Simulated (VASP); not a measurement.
# ZrC (Imm2) in VASP: notebook, part 2 of 2

VASP 6.6.1. Earlier steps stand in the parts before.

**4. Single point, PBE (all Zr atoms moved +0.188 Å, as atom 1 along Cartesian [1 -1 0])**

INCAR

```
ALGO = Normal
EDIFF = 1E-7
ENCUT = 520
GGA = PE
ISIF = 2
ISMEAR = 0
LASPH = True
LCHARG = False
LREAL = False
LWAVE = False
NBANDS = 15
NELM = 80
PREC = Accurate
SIGMA = 0.15
```

KPOINTS

```
k-points
0
Gamma
  18 18 18
```

POSCAR

```
ZrC
1.0
    0.0000000000      2.3502100000      2.3502100000
    2.3502100000      0.0000000000      2.3502100000
    2.3502100000      2.3502100000      0.0000000000
Zr C
1 1
Direct
    0.4435869469      0.5564130531      0.5000000000
    0.0000000000      0.0000000000      0.0000000000
```

Potentials or basis: VASP PAW PBE potentials, release 64 (Zr_sv, C).

Run with:

```console
$ cat potpaw_PBE.64/Zr_sv/POTCAR potpaw_PBE.64/C/POTCAR > POTCAR
$ mpirun -np 1 vasp_std > vasp.out
```

OUTCAR:

```text
EDIFF = 1E-7
   ENCUT = 520
   GGA = PE
   ISIF = 2
   ISMEAR = 0
   LASPH = True
   LREAL = False
   NELM = 80
   PREC = Accurate

 ion  position               nearest neighbor table
   1  0.444  0.556  0.500-   2 2.22   2 2.22   2 2.36   2 2.36   2 2.49   2 2.49
   2  0.000  0.000  0.000-   1 2.22   1 2.22   1 2.36   1 2.36   1 2.49   1 2.49

  LATTYP: Found a face centered cubic cell.
 ALAT       =     4.7004200000

  Lattice vectors:

 A1 = (   0.0000000000,   2.3502100000,   2.3502100000)
 A2 = (   2.3502100000,   0.0000000000,   2.3502100000)
 A3 = (   2.3502100000,   2.3502100000,   0.0000000000)

Analysis of symmetry for initial positions (statically):
=====================================================================
 Subroutine PRICEL returns:
 Original cell was already a primitive cell.

 Routine SETGRP: Setting up the symmetry group for a
 face centered cubic supercell.

 Subroutine GETGRP returns: Found  4 space group operations
 (whereof  4 operations were pure point group operations)
 out of a pool of 48 trial point group operations.

The static configuration has the point symmetry C_2v.

Analysis of symmetry for dynamics (positions and initial velocities):
=====================================================================
 Subroutine PRICEL returns:
 Original cell was already a primitive cell.

 Routine SETGRP: Setting up the symmetry group for a
 face centered cubic supercell.

 Subroutine GETGRP returns: Found  4 space group operations
 (whereof  4 operations were pure point group operations)
 out of a pool of 48 trial point group operations.

The dynamic configuration has the point symmetry C_2v.

 Subroutine INISYM returns: Found  4 space group operations
 (whereof  4 operations are pure point group operations),
 and found     1 'primitive' translations

----------------------------------------------------------------------------------------

                                     Primitive cell

  volume of cell :      25.9627

  direct lattice vectors                    reciprocal lattice vectors
     0.000000000  2.350210000  2.350210000    -0.212746946  0.212746946  0.212746946
[... 120 lines left out ...]
  volume of cell :       25.96
 maximum number of plane-waves:       725
 NGX is ok and might be reduce to    28
   NGX = 13   NGY = 13   NGZ = 13

 number of electron      16.0000000 magnetization

 Free energy of the ion-electron system (eV)
  ---------------------------------------------------
  ext. energy  EPLUGINS =         0.00000000
  ---------------------------------------------------
  free energy    TOTEN  =       -19.34584527 eV

  energy without entropy =      -19.34397267  energy(sigma->0) =      -19.34490897

 E-fermi :   9.7358     XC(G=0): -12.1177

 val. band max:        9.7191332011   @ k =   0.0556   0.0556   0.0000
 cond. band min:       9.7373139357   @ k =   0.0556   0.0556  -0.0556
 fundamental gap:      0.0181807346
 Fermi energy:         9.7357620875

 k-point     1 :       0.0000    0.0000    0.0000
  band No.  band energies     occupation
      1     -38.4901      2.00000
      2     -16.2093      2.00000
      3     -16.2089      2.00000
      4     -16.2089      2.00000
      5      -1.6579      2.00000
      6       9.5016      1.97276
      7       9.5957      1.81318
      8       9.9558      0.03807
      9      10.6856      0.00000
     10      11.5494      0.00000
     11      11.7723      0.00000
     12      12.8309      0.00000
     13      13.1925      0.00000
     14      16.8161      0.00000
[... 401 lines left out ...]
      2     -16.2967      2.00000
      3     -16.2284      2.00000
      4     -16.2203      2.00000
      5      -1.4054      2.00000
      6       8.5192      2.00000
      7       9.2074      2.00000
      8       9.7015      1.25343
      9      10.6284      0.00000
     10      11.4402      0.00000
     11      12.0670      0.00000
     12      13.4004      0.00000
     13      14.5477      0.00000
     14      17.4077      0.00000
     15      20.6915      0.00000

 [... further k-points ...]

------------------------ aborting loop because EDIFF is reached ----------------------------------------

  FORCE on cell =-STRESS in cart. coord.  units (eV):
  Direction    XX          YY          ZZ          XY          YZ          ZX
  --------------------------------------------------------------------------------------
  -------------------------------------------------------------------------------------
  Total        0.9415291      0.9415291      0.1314677      0.2553902      0.0000000      0.0000000
  in kB       58.1024311     58.1024311      8.1129656     15.7603123      0.0000000      0.0000000
  external PRESSURE =      41.4392759 kB  Pullay stress =       0.0000000 kB

 VOLUME and BASIS-vectors are now :
 -----------------------------------------------------------------------------
  energy-cutoff  :      520.00
  volume of cell :       25.96
      direct lattice vectors                 reciprocal lattice vectors
     0.000000000  2.350210000  2.350210000    -0.212746946  0.212746946  0.212746946
     2.350210000  0.000000000  2.350210000     0.212746946 -0.212746946  0.212746946
     2.350210000  2.350210000  0.000000000     0.212746946  0.212746946 -0.212746946

 POSITION                                       TOTAL-FORCE (eV/Angst)
 -----------------------------------------------------------------------------------
      2.48279      2.21763      2.35021        -0.875915      0.875915      0.000000
      0.00000      0.00000      0.00000         0.875915     -0.875915      0.000000
 -----------------------------------------------------------------------------------
    total drift:                               -0.000012      0.000012      0.000000

  FREE ENERGIE OF THE ION-ELECTRON SYSTEM (eV)
  ---------------------------------------------------
  free  energy   TOTEN  =       -19.3458452747 eV

  energy  without entropy=      -19.3439726660  energy(sigma->0) =      -19.34490897
```

It took 3 min on 1 thread of Intel Xeon 6975P-C (Granite Rapids), shared host; peak memory 0.44 GiB.

Results:

* Free energy: -19.3458 eV
* Pressure: 4.1 GPa
* Largest force: 1.239 eV/Å
* Band gap on the k mesh: zero (bands 8 and 9 overlap by 0.27 eV)

Forces on the atoms (eV/Å):
```
Zr  -0.876  0.876  0.000
C    0.876 -0.876  0.000
```

Levels at points of the mesh, in eV from the Fermi level:
```
           k point  band 5  band 6  band 7  band 8  band 9  band 10  band 11  band 12
(0.00, 0.00, 0.00)  -11.39   -0.23   -0.14    0.22    0.95     1.81     2.04     3.10
(0.50, 0.00, 0.00)   -8.41   -5.36   -3.09   -3.04    4.32     4.39     5.15     6.47
(0.00, 0.00, 0.50)   -8.36   -5.39   -2.99   -2.88    4.26     4.31     5.17     6.06
(0.50, 0.50, 0.00)  -10.21   -2.41   -2.19   -0.21    0.64     4.56     5.52     5.52
(0.00, 0.50, 0.50)  -10.21   -2.19   -2.12   -0.10    0.30     4.45     5.52     5.52
```

Caveat: the cell differs from its parent crystal (all Zr atoms moved +0.188 Å, as atom 1 along Cartesian [1 -1 0]); the cell stands under pressure; forces of over 1 eV/Å act on the atoms, so gaps and moduli don't describe the material at rest.

**5. Overview**

```csv
cell,gap on the mesh (eV),pressure (GPa),largest force (eV/Å)
"as given, atomic positions A",none,5.4,1.51
"as given, atomic positions B",none,3.2,0.99
"as given, atomic positions C",none,4.1,1.24
```

Alike in all rows: task single point; level PBE; potentials or basis VASP PAW PBE potentials, release 64 (Zr_sv, C); no spin polarisation; k mesh 18 × 18 × 18; cutoff (eV) 520; smearing gaussian 0.15 eV.

Caveats: the cell stands under pressure; forces of over 1 eV/Å act on the atoms, so gaps and moduli don't describe the material at rest (at least some runs).

Absolute energies hang on the potentials; compare differences alone.
